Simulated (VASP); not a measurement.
KI:

```
CELL_PARAMETERS angstrom
4.29109 0.00000 0.00000
0.00000 4.29109 0.00000
0.00000 0.00000 4.29109
ATOMIC_POSITIONS crystal
K 0.00000 0.00000 0.00000
I 0.50000 0.50000 0.50000
```

Base run:

```yaml
Program: VASP 6.6.1
Functional: r2SCAN
Potentials_or_basis: VASP PAW PBE potentials, release 64 (K_sv, I)
Cutoff: 520 eV
k_mesh: 4 × 4 × 4
Occupations: gaussian, width 0.01 eV
Spin: no spin polarisation
```

Its results: band gap on the k mesh 4.04 eV (least direct gap 4.41 eV); pressure 0.1 GPa.

Task: The run is repeated on the same cell with these changes: functional from r2SCAN to HSE06. What comes out?

Result: Band gap on the k mesh 4.30 eV (least direct gap 4.69 eV); pressure 0.3 GPa.

Caveats: the PAW data sets were made with another functional, which shifts forces and pressure a little; spin-orbit coupling is left out, which moves the levels of the heavy elements.

A k mesh can miss the band edges.
